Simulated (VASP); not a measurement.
A run of VASP 6.6.1 is set up as follows.

File INCAR:

```
  ALGO = Normal
  EDIFF = 1E-6
  ENCUT = 500
  GGA = PE
  GGA_COMPAT = False
  ISIF = 2
  ISMEAR = 0
  LASPH = True
  LCHARG = False
  LREAL = False
  LWAVE = False
  NBANDS = 12
  NELM = 120
  PREC = Accurate
  SIGMA = 0.05
```

KPOINTS

```
k-points
0
Gamma
  14 14 14
```

File POSCAR:

```
Hg
1.0
    2.0429407429      1.1794923879      2.0038043749
   -2.0429407429      1.1794923879      2.0038043749
    0.0000000000     -2.3589847757      2.0038043749
Hg
1
Direct
    0.0000000000      0.0000000000      0.0000000000
```

Potentials or basis: VASP PAW PBE potentials, release 64 (Hg).

Command:

```console
$ cat potpaw_PBE.64/Hg/POTCAR > POTCAR
$ mpirun -np 1 vasp_std > vasp.out
```

Task: What does it give for the pressure?

Result: 0.2 GPa.

Task: What does it give for the band gap on the k mesh?

Result: Zero (band 6 reaches 4.05 eV, above the bottom of band 7 at 0.06 eV).

Caveat: spin-orbit coupling is left out, which moves the levels of the heavy elements.
